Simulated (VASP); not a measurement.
Crystal: MgZn4O.

```
Mg Zn O
1.0
     4.14085    0.00000    0.00000
     0.00000    4.14085    0.00000
     0.00000    0.00000    5.17902
Mg Zn O
1 4 1
Cartesian
  0.0000 0.0000 3.2121
  3.0324 3.0324 0.2021
  1.1085 1.1085 0.2021
  1.1085 3.0324 0.2021
  3.0324 1.1085 0.2021
  2.0704 2.0704 1.7137
```

| Item | Value |
| --- | --- |
| Program | VASP 6.6.1 |
| Task | relaxation of cell and atoms |
| Functional | PBE |
| Potentials or basis | VASP PAW PBE potentials, release 64 (Mg, Zn, O) |
| Cutoff | 600 eV |
| k mesh | 4 × 4 × 3 |
| Occupations | gaussian, width 0.2 eV |
| Spin | no spin polarisation |

At the start: pressure 55.0 GPa; volume 14.80 Å³/atom.

Task: Where does the relaxation end?

Result: Over 27 steps the energy falls by 1524.8 meV/atom and the volume is 20.45 Å³/atom (+38.2 %); space group P4mm (No. 99, to 0.05 Å).

The path:
```csv
step,energy change (eV),largest force (eV/Å),pressure (GPa),volume (Å³)
1,0.0000,8.6706,54.96,88.80
2,-3.1205,4.1226,-0.94,167.81
3,-3.8363,4.1768,-0.42,156.98
4,-4.3698,4.1957,0.29,148.50
5,-5.4800,4.0493,7.42,116.52
6,-7.3914,2.2898,-4.92,139.15
7,-7.3910,2.2893,-4.86,138.92
8,-8.0584,1.6302,-2.67,129.58
9,-8.4166,1.0200,1.69,119.21
10,-8.7529,0.7014,0.24,119.03
11,-8.8649,1.0115,-0.89,118.42
12,-8.9518,0.6895,0.28,115.95
13,-8.9582,0.5119,1.12,114.18
14,-9.0323,0.2551,0.96,116.71
15,-9.0360,0.3666,1.04,117.40
16,-9.0803,0.2697,-0.76,122.21
17,-9.0832,0.2895,-1.44,124.12
18,-9.1145,0.2336,-1.09,124.61
19,-9.1345,0.1569,-0.55,125.25
20,-9.1347,0.1500,-0.51,125.31
21,-9.1390,0.1236,0.01,124.05
22,-9.1392,0.1163,0.20,123.70
23,-9.1424,0.1180,0.05,123.43
24,-9.1442,0.1184,0.00,122.92
25,-9.1443,0.1187,0.00,123.01
26,-9.1457,0.1065,0.08,122.93
27,-9.1489,0.0754,0.22,122.72
```

Final structure:
```yaml
crystal:
  lattice:
    - [5.43446, 0.00000, 0.00000]
    - [0.00000, 5.43446, 0.00000]
    - [0.00000, 0.00000, 4.15513]
  atoms:
    - { symbol: Mg, position: [0.00000, 0.00000, 0.59749] }
    - { symbol: Zn, position: [0.76038, 0.76038, 0.09665] }
    - { symbol: Zn, position: [0.23962, 0.23962, 0.09665] }
    - { symbol: Zn, position: [0.23962, 0.76038, 0.09665] }
    - { symbol: Zn, position: [0.76038, 0.23962, 0.09665] }
    - { symbol: O, position: [0.50000, 0.50000, 0.12310] }
```

Caveat: the k points lie up to 0.50 Å⁻¹ apart in the final cell; the volume moved by over 15 % at a fixed basis, so the end points are rough; the relaxation stopped at a loose force limit of 0.08 eV/Å, so its end isn't a converged minimum.
